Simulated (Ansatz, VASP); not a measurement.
## Al3BP4: VASP beside Ansatz

INCAR

```
PREC = Accurate
ENCUT = 600
EDIFF = 1E-6
ISMEAR = 0
SIGMA = 0.1
LREAL = False
LASPH = True
NELM = 80
ALGO = Normal
ISIF = 3
LWAVE = False
LCHARG = False
GGA = PE
IBRION = 2
NSW = 90
EDIFFG = -0.04
```

Contents of KPOINTS:

```
regular mesh
0
Gamma
  4 4 4
```

The input POSCAR:

```
Al3BP4
1.0
    5.1262531100      0.0000000000      0.0000000000
    0.0000000000      5.1262531100      0.0000000000
    0.0000000000      0.0000000000      5.1262531100
Al B P
3 1 4
Direct
    0.0000000000      0.0000000000      0.5000000000
    0.0000000000      0.5000000000      0.0000000000
    0.5000000000      0.0000000000      0.0000000000
    0.5000000000      0.5000000000      0.5000000000
    0.2500000000      0.2500000000      0.2500000000
    0.2500000000      0.7500000000      0.7500000000
    0.7500000000      0.2500000000      0.7500000000
    0.7500000000      0.7500000000      0.2500000000
```

Input for Ansatz:

```yaml
crystal:
  lattice:
    - [5.12625311, 0.0, 0.0]
    - [0.0, 5.12625311, 0.0]
    - [0.0, 0.0, 5.12625311]
  atoms:
    - { symbol: Al, position: [0.0, 0.0, 0.5] }
    - { symbol: Al, position: [0.0, 0.5, 0.0] }
    - { symbol: Al, position: [0.5, 0.0, 0.0] }
    - { symbol: B, position: [0.5, 0.5, 0.5] }
    - { symbol: P, position: [0.25, 0.25, 0.25] }
    - { symbol: P, position: [0.25, 0.75, 0.75] }
    - { symbol: P, position: [0.75, 0.25, 0.75] }
    - { symbol: P, position: [0.75, 0.75, 0.25] }
basis:
  ecutwfc: 420
kpoints:
  mp_grid: { grid: [4, 4, 4] }
hamiltonian:
  xc: pbe
scf:
  occupations: { method: gaussian, width: 0.1 }
  lower_state_search: "off"
output:
  forces: true
  stress: true
  eigenvalues: true
relax:
  adjacent_minimum: "off"
  f_tol: 0.04
  max_steps: 70
  cell: { stress_tol: 0.4 }
```

Alike in both runs: task relaxation of cell and atoms; functional PBE; k mesh 4 × 4 × 4; occupations gaussian, width 0.1 eV; no spin polarisation.

|  | VASP | Ansatz |
| --- | --- | --- |
| version | VASP 6.6.1 | Ansatz 0.2.0 |
| potentials or method | VASP PAW PBE potentials, release 64 (Al, B, P), cutoff 600 eV | scalar-relativistic, plane waves, PAW |
| valence electrons in the cell | 32 | 32 |

Ansatz gave:

- gap on the k mesh at the Fermi level, each at its own relaxed structure (eV): 1.04
- relaxed volume (Å³/atom): 18.35
- relaxed cell length with the largest relative difference (Å): 5.276

Problem. Which values does VASP return?

Solution. gap on the k mesh at the Fermi level, each at its own relaxed structure (eV): 1.03; relaxed volume (Å³/atom): 18.41; relaxed cell length with the largest relative difference (Å): 5.281.
